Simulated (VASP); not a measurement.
Here is a VASP 6.6.1 calculation.

INCAR

```
ALGO = Normal ; EDIFF = 1E-6
ENCUT = 520 ; GGA = PE
ISIF = 2 ; ISMEAR = -1
LASPH = T ; LCHARG = F
LREAL = Auto ; LWAVE = F
NBANDS = 78 ; NELM = 80
PREC = Accurate ; SIGMA = 0.069
```

Contents of KPOINTS:

```
k-points
0
Gamma
  2 2 2
```

The input POSCAR:

```
SrO
1.0
    0.0000000000      5.1597846531      5.1597846531
    5.1597846531      0.0000000000      5.1597846531
    5.1597846531      5.1597846531      0.0000000000
Sr O
8 8
Direct
   -0.0044592946     -0.0011882279      0.0076446989
   -0.0011854177      0.0017935826      0.4920031882
    0.0042076368      0.5012357441     -0.0060894983
    0.0028608752      0.5004733092      0.5024553686
    0.4977071085      0.0010811498      0.0043144242
    0.4895578343      0.0064370904      0.5071267845
    0.5066014719      0.4903329635     -0.0020026999
    0.4980119661      0.4965708207      0.5047186414
    0.2589628424      0.2521708923      0.2491188269
    0.2569191525      0.2567001511      0.7210216608
    0.2519188469      0.7554278448      0.2473560596
    0.2494651592      0.7455881899      0.7476787811
    0.7413483812      0.2494580853      0.2566300900
    0.7662947712      0.2438642472      0.7475664702
    0.7516169299      0.7455924537      0.2504789612
    0.7475445700      0.7430087218      0.7522443786
```

Potentials or basis: VASP PAW PBE potentials, release 64 (Sr_sv, O).

Command:

```bash
$ cat potpaw_PBE.64/Sr_sv/POTCAR potpaw_PBE.64/O/POTCAR > POTCAR
$ mpirun -np 1 vasp_std > vasp.out
```

(1) What does it give for the pressure?

(2) What does it give for the largest force?

(3) What does it give for the band gap on the k mesh?

## Answers

(1) 2.7 GPa.

(2) 1.175 eV/Å.

(3) 3.27 eV.

Caveat: the k points lie up to 0.53 Å⁻¹ apart; the atoms stand as in a frame of molecular dynamics; forces of over 1 eV/Å act on the atoms, so gaps and moduli don't describe the material at rest.
